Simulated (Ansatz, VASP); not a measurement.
## Two plane-wave programs on Sb

File INCAR:

```
SYSTEM = Sb
PREC = Accurate ; ENCUT = 520
EDIFF = 1E-6 ; ISMEAR = -1
SIGMA = 0.1 ; LREAL = .FALSE.
LASPH = .TRUE. ; NELM = 80
ALGO = Normal ; ISIF = 2
LWAVE = .FALSE. ; LCHARG = .FALSE.
GGA = PS ; NBANDS = 8
```

Contents of KPOINTS:

```
Automatic mesh
0
G
  13 13 13
  0 0 0
```

The input POSCAR:

```
Sb
1.0
   -1.8405802638      1.8405802638      1.8405802638
    1.8405802638     -1.8405802638      1.8405802638
    1.8405802638      1.8405802638     -1.8405802638
Sb
1
Direct
    0.0000000000      0.0000000000      0.0000000000
```

Input for Ansatz:

```yaml
crystal:
  lattice:
    - [-1.8405802638, 1.8405802638, 1.8405802638]
    - [1.8405802638, -1.8405802638, 1.8405802638]
    - [1.8405802638, 1.8405802638, -1.8405802638]
  atoms:
    - { symbol: Sb, position: [0.0, 0.0, 0.0] }
hamiltonian:
  xc: pbesol
  pseudopotentials:
    kind: paw
    azcp:
      Sb: "pseudopotentials/Sb.paw.azcp"
basis:
  ecutwfc: 420
  fft_grid_basis: typed
kpoints:
  mp_grid: { grid: [13, 13, 13], shift: [0, 0, 0] }
magnetization:
  spin_polarized: false
scf:
  occupations: { method: fermi_dirac, width: 0.1 }
  lower_state_search: "off"
output:
  stress: true
  write_density: true
  write_potential: true
  elf: true
  volumetric_format: npy
```

Alike in both runs: task single point; functional PBEsol; k mesh 13 × 13 × 13; occupations fermi-dirac, width 0.1 eV; no spin polarisation.

|  | VASP | Ansatz |
| --- | --- | --- |
| version | VASP 6.6.1 | Ansatz 0.2.0 |
| potentials or method | VASP PAW PBE potentials, release 64 (Sb), cutoff 520 eV | plane waves (420 eV) with PAW, scalar-relativistic |
| valence electrons in the cell | 5 | 15 |

|  | VASP | Ansatz | Ansatz less VASP |
| --- | --- | --- | --- |
| pressure (GPa) | 2.8 | 2.8 | -0.02 |

VASP's potentials were made for PBE, not for PBEsol, and Ansatz warns of the same on its side. VASP's potentials hold 5 valence electrons a cell and Ansatz's 15, so a difference there can come from the potentials and not from the codes.

Neither program's run includes spin-orbit coupling.
